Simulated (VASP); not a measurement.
**PbS: single point with PBE**

PbS:

```
Pb S
1.0
     2.06375   -5.86928    0.00000
     2.06375    5.86928    0.00000
     0.00000    0.00000    4.26044
Pb S
2 2
Direct
  0.87228 0.12772 0.75000
  0.12772 0.87228 0.25000
  0.64368 0.35632 0.75000
  0.35632 0.64368 0.25000
```

```
Program             : VASP 6.6.1
Task                : single point
Functional          : PBE
Potentials or basis : VASP PAW PBE potentials, release 64 (Pb_d, S)
Cutoff              : 520 eV
k mesh              : 6 × 6 × 6
Occupations         : fermi-dirac, width 0.02 eV
Spin                : non-collinear spin, zero start, spin-orbit coupling
Starting moments    : [[0.0, 0.0, 0.0], [0.0, 0.0, 0.0], [0.0, 0.0, 0.0], [0.0, 0.0, 0.0]] μB
```

```
Pressure                                              : 1.9 GPa
Largest force                                         : 0.075 eV/Å
Net moment                                            : 0.00 μB per cell
Valence electrons inside the program's atomic spheres : Pb 11.87; S 3.69
```

Forces in eV/Å, atoms in the order of the input:
```
Pb   0.000 -0.024  0.000
Pb   0.000  0.024  0.000
S    0.000  0.075  0.000
S    0.000 -0.075  0.000
```

Stress tensor (GPa, compression positive):
```
1.90 0.00 0.00
0.00 2.01 0.00
0.00 0.00 1.81
```

Moments on the atoms (μB; x, y, z):
```
Pb  0.00 0.00 0.00
Pb  0.00 0.00 0.00
S   0.00 0.00 0.00
S   0.00 0.00 0.00
```

Run time: 20 min on 1 thread of Oxide Virtual Turin-like Processor, with other jobs on the host, peak memory 0.75 GiB.
